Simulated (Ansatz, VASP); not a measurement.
## One calculation of MgS, two programs

```
Mg S
1.0
     0.00000    2.61477    2.61477
     2.61477    0.00000    2.61477
     2.61477    2.61477    0.00000
Mg S
1 1
Direct
  0.00000 0.00000 0.00000
  0.50000 0.50000 0.50000
```

Alike in both runs: functional PBE; k mesh 8 × 8 × 8; occupations gaussian, width 0.02 eV; no spin polarisation.

Ansatz relaxed the structure, and its values are those at the end. VASP's run is a single point on that final structure, the one shown.

```csv
,VASP,Ansatz
version,VASP 6.6.1,Ansatz 0.2.0
potentials or method,"VASP PAW PBE potentials, release 64 (Mg, S), cutoff 600 eV","scalar-relativistic, plane waves, PAW"
valence electrons in the cell,8,16
```

Ansatz gave:

| Property | Result |
| --- | --- |
| gap on the k mesh at the Fermi level (eV) | 2.76 |
| least direct gap on the mesh (eV) | 3.60 |
| pressure (GPa) | 0.0 |

Which values does VASP return?

gap on the k mesh at the Fermi level (eV): 2.74; least direct gap on the mesh (eV): 3.59; pressure (GPa): -0.3.

VASP's potentials hold 8 valence electrons a cell and Ansatz's 16, so a difference there can come from the potentials and not from the codes.
